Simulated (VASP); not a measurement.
# MgS in VASP: notebook, part 2 of 2

VASP 6.6.1. Earlier steps stand in the parts before.

### 4 Single point, PBE (uniaxial x strain +2.1%)

Contents of INCAR:

```
SYSTEM = MgS
ALGO     = Normal         ! electronic algorithm
EDIFF    = 1E-7           ! SCF threshold, eV
ENCUT    = 520            ! plane-wave cutoff, eV
GGA      = PE             ! functional
ISIF     = 2              ! what is computed and relaxed
ISMEAR   = -1             ! smearing method
LASPH    = .TRUE.         ! aspherical terms in the spheres
LCHARG   = .FALSE.        ! write CHGCAR
LREAL    = .FALSE.        ! projectors in reciprocal space
LWAVE    = .FALSE.        ! write WAVECAR
NBANDS   = 16             ! bands
NELM     = 80             ! most SCF steps
PREC     = Accurate       ! precision mode
SIGMA    = 0.02           ! smearing width, eV
```

Contents of KPOINTS:

```
k-points
0
G
  12 12 4
  0 0 0
```

Contents of POSCAR:

```
MgS
1.0
    4.1144353580      0.0000000000      0.0000000000
   -2.0572176790      3.4888921397      0.0000000000
    0.0000000000      0.0000000000      6.4543927776
Mg S
2 2
Direct
    0.3330127315      0.6660254631     -0.0039338035
    0.6669872685      0.3339745369      0.4960661965
    0.3307157694      0.6614315389      0.3789338035
    0.6692842306      0.3385684611      0.8789338035
```

Command:

```sh
$ cat potpaw_PBE.64/Mg/POTCAR potpaw_PBE.64/S/POTCAR > POTCAR
$ mpirun -np 1 vasp_std > vasp.out
```

Wall time 3.9 min (1 thread of Intel Xeon 8259CL, shared host); peak memory 0.32 GiB.

Results (log left out):

- Free energy: -16.9770 eV
- Pressure: -0.3 GPa
- Largest force: 0.006 eV/Å
- Band gap on the k mesh: 3.32 eV

Forces in eV/Å, atoms in the order of the input:
```
Mg   0.000  0.001 -0.006
Mg   0.000 -0.001 -0.006
S    0.000 -0.002  0.006
S    0.000  0.002  0.006
```

Stress tensor (GPa, compression positive):
```
-0.89  0.00  0.00
 0.00 -0.10  0.00
 0.00  0.00  0.00
```

Levels at points of the mesh, in eV from the valence-band top:
```csv
k point,band 4,band 5,band 6,band 7,band 8,band 9,band 10,band 11,band 12,band 13
"(0.00, 0.00, 0.00)",-0.64,-0.52,-0.20,-0.12,0.00,3.32,4.57,7.30,7.53,8.22
"(0.50, 0.00, 0.00)",-2.40,-1.85,-1.18,-0.93,-0.43,4.75,5.24,5.77,7.51,8.16
"(0.00, 0.50, 0.00)",-2.35,-1.83,-1.32,-0.88,-0.54,4.59,5.11,5.66,7.30,8.26
"(0.00, 0.00, 0.50)",-1.87,-0.43,-0.43,-0.33,-0.33,4.79,4.79,7.47,7.47,7.52
"(0.50, 0.00, 0.50)",-3.07,-0.84,-0.84,-0.78,-0.78,4.63,4.63,6.28,6.28,9.19
"(0.00, 0.50, 0.50)",-3.01,-0.96,-0.96,-0.79,-0.79,4.61,4.61,6.23,6.23,9.04
```

Caveat: the cell differs from its parent crystal (uniaxial x strain +2.1%). A k mesh can miss the band edges.

### 5 Single point, r2SCAN (uniaxial x strain +2.1%)

POSCAR is that of step 4.

Contents of INCAR.step1:

```
  PREC = Accurate
  ENCUT = 520
  ISMEAR = 0
  SIGMA = 0.01
  LREAL = False
  LASPH = True
  NELM = 100
  NBANDS = 16
  GGA = PE
  ALGO = Normal
  EDIFF = 1E-4
  LWAVE = True
  LCHARG = False
```

Contents of INCAR.step2:

```
  PREC = Accurate
  ENCUT = 520
  EDIFF = 1E-6
  ISMEAR = 0
  SIGMA = 0.01
  LREAL = False
  LASPH = True
  NELM = 100
  ALGO = Normal
  ISIF = 2
  LWAVE = False
  LCHARG = False
  METAGGA = R2SCAN
  LMIXTAU = True
  NBANDS = 16
  ISTART = 1
```

Contents of KPOINTS:

```
Automatic mesh
0
Gamma
  12 12 4
```

Command:

```sh
$ cat potpaw_PBE.64/Mg/POTCAR potpaw_PBE.64/S/POTCAR > POTCAR
$ cp INCAR.step1 INCAR
$ mpirun -np 1 vasp_std > vasp.out
$ cp INCAR.step2 INCAR
$ mpirun -np 1 vasp_std > vasp.out
```

Wall time 12 min (1 thread of Intel Xeon 8259CL, shared host); peak memory 0.34 GiB.

It converged, with:

```
Free energy            : -30.9215 eV
Pressure               : -1.5 GPa
Largest force          : 0.003 eV/Å
Band gap on the k mesh : 3.98 eV
```

Forces on the atoms (eV/Å):
```
Mg   0.000  0.003  0.002
Mg   0.000 -0.003  0.002
S    0.000  0.001 -0.002
S    0.000 -0.001 -0.002
```

Stress tensor (GPa, compression positive):
```
-2.16  0.00  0.00
 0.00 -1.30  0.00
 0.00  0.00 -1.12
```

Levels at points of the mesh, in eV from the valence-band top:
```csv
k point,band 4,band 5,band 6,band 7,band 8,band 9,band 10,band 11,band 12,band 13
"(0.00, 0.00, 0.00)",-0.65,-0.54,-0.21,-0.13,0.00,3.98,5.23,7.89,8.14,8.85
"(0.50, 0.00, 0.00)",-2.40,-1.87,-1.21,-0.93,-0.44,5.27,5.73,6.39,8.08,8.84
"(0.00, 0.50, 0.00)",-2.35,-1.85,-1.35,-0.88,-0.55,5.11,5.60,6.26,7.86,8.95
"(0.00, 0.00, 0.50)",-1.86,-0.44,-0.44,-0.34,-0.34,5.44,5.44,8.06,8.06,8.16
"(0.50, 0.00, 0.50)",-3.08,-0.86,-0.86,-0.79,-0.79,5.15,5.15,6.89,6.89,9.86
"(0.00, 0.50, 0.50)",-3.03,-0.99,-0.99,-0.80,-0.80,5.12,5.12,6.84,6.84,9.69
```

Caveat: the cell differs from its parent crystal (uniaxial x strain +2.1%); the PAW data sets were made with another functional, which shifts forces and pressure a little. A k mesh can miss the band edges.

### 6 Single point, HSE06 (epitaxial xy strain +4.9%)

Contents of POSCAR:

```
MgS
1.0
    4.2260282880      0.0000000000      0.0000000000
   -2.1130141440      3.6598478545      0.0000000000
    0.0000000000      0.0000000000      6.0598073841
Mg S
2 2
Direct
    0.3333333333      0.6666666667     -0.0166958447
    0.6666666667      0.3333333333      0.4833041553
    0.3333333333      0.6666666667      0.3916958447
    0.6666666667      0.3333333333      0.8916958447
```

Contents of INCAR.step1:

```
ALGO = Normal
EDIFF = 1E-5
ENCUT = 520
GGA = PE
ISIF = 2
ISMEAR = 0
LASPH = T
LCHARG = F
LREAL = F
LWAVE = T
NBANDS = 16
NELM = 80
PREC = Accurate
SIGMA = 0.01
```

Contents of INCAR.step2:

```
ALGO = Normal
EDIFF = 1E-7
ENCUT = 520
GGA = PE
HFSCREEN = 0.2079
ISIF = 2
ISMEAR = 0
ISTART = 1
LASPH = T
LCHARG = F
LHFCALC = T
LREAL = F
LWAVE = F
NBANDS = 16
NELM = 80
PREC = Accurate
PRECFOCK = Normal
SIGMA = 0.01
```

Contents of KPOINTS:

```
k-points
0
Gamma
  6 6 4
```

Potentials or basis: VASP PAW PBE potentials, release 64 (Mg, S).

Command:

```sh
$ cat potpaw_PBE.64/Mg/POTCAR potpaw_PBE.64/S/POTCAR > POTCAR
$ cp INCAR.step1 INCAR
$ mpirun -np 1 vasp_std > vasp.out
$ cp INCAR.step2 INCAR
$ mpirun -np 1 vasp_std > vasp.out
```

It took 59 min on 1 thread of Oxide Virtual Turin-like, shared host; peak memory 0.33 GiB.

Results (log left out):

```yaml
Free_energy: -19.6119 eV
Pressure: -2.7 GPa
Largest_force: 0.011 eV/Å
Band_gap_on_the_k_mesh: 3.89 eV
```

Forces on the atoms (eV/Å):
```
Mg   0.000  0.000  0.011
Mg   0.000  0.000  0.011
S    0.000  0.000 -0.011
S    0.000  0.000 -0.011
```

Stress tensor (GPa, compression positive):
```
-3.94  0.00  0.00
 0.00 -3.94  0.00
 0.00  0.00 -0.23
```

Levels at points of the mesh, in eV from the valence-band top:
```tsv
k point	band 6	band 7	band 8	band 9	band 10	band 11
(0.00, 0.00, 0.00)	-0.61	-0.61	0.00	3.89	4.73	7.78
(0.50, 0.00, 0.00)	-1.94	-1.22	-0.80	5.03	6.05	6.75
(0.00, 0.00, 0.50)	-0.96	-0.96	-0.96	5.35	5.35	7.91
(0.50, 0.00, 0.50)	-1.44	-0.90	-0.90	5.40	5.40	7.21
```

Caveat: the cell differs from its parent crystal (epitaxial xy strain +4.9%); the PAW data sets were made with another functional, which shifts forces and pressure a little.

### 7 The runs side by side

```csv
level,cell,k mesh,smearing,grid for exact exchange (PRECFOCK),share of exact exchange,screening parameter,gap on the mesh (eV),pressure (GPa),largest force (eV/Å)
PBE,"a = 4.226, b = 4.226, c = 6.060 Å, angles 90.0, 90.0, 120.0°, 4 atoms, epitaxial xy strain +4.9%",12 × 12 × 4,fermi-dirac 0.02 eV,-,-,-,2.88,-1.6,0.02
r2SCAN,"a = 4.226, b = 4.226, c = 6.060 Å, angles 90.0, 90.0, 120.0°, 4 atoms, epitaxial xy strain +4.9%",12 × 12 × 4,gaussian 0.01 eV,-,-,-,3.52,-2.8,0.01
PBE,"a = 4.114, b = 4.050, c = 6.454 Å, angles 90.0, 90.0, 120.5°, 4 atoms, uniaxial x strain +2.1%",12 × 12 × 4,fermi-dirac 0.02 eV,-,-,-,3.32,-0.3,0.01
r2SCAN,"a = 4.114, b = 4.050, c = 6.454 Å, angles 90.0, 90.0, 120.5°, 4 atoms, uniaxial x strain +2.1%",12 × 12 × 4,gaussian 0.01 eV,-,-,-,3.98,-1.5,-
HSE06,"a = 4.226, b = 4.226, c = 6.060 Å, angles 90.0, 90.0, 120.0°, 4 atoms, epitaxial xy strain +4.9%",6 × 6 × 4,gaussian 0.01 eV,Normal,0.25,0.2079 1/Å,3.89,-2.7,0.01
```

Alike in all rows: task single point; potentials or basis VASP PAW PBE potentials, release 64 (Mg, S); no spin polarisation; cutoff (eV) 520.

Caveats: the PAW data sets were made with another functional, which shifts forces and pressure a little (at least some runs).

Absolute energies hang on the potentials; compare differences alone.
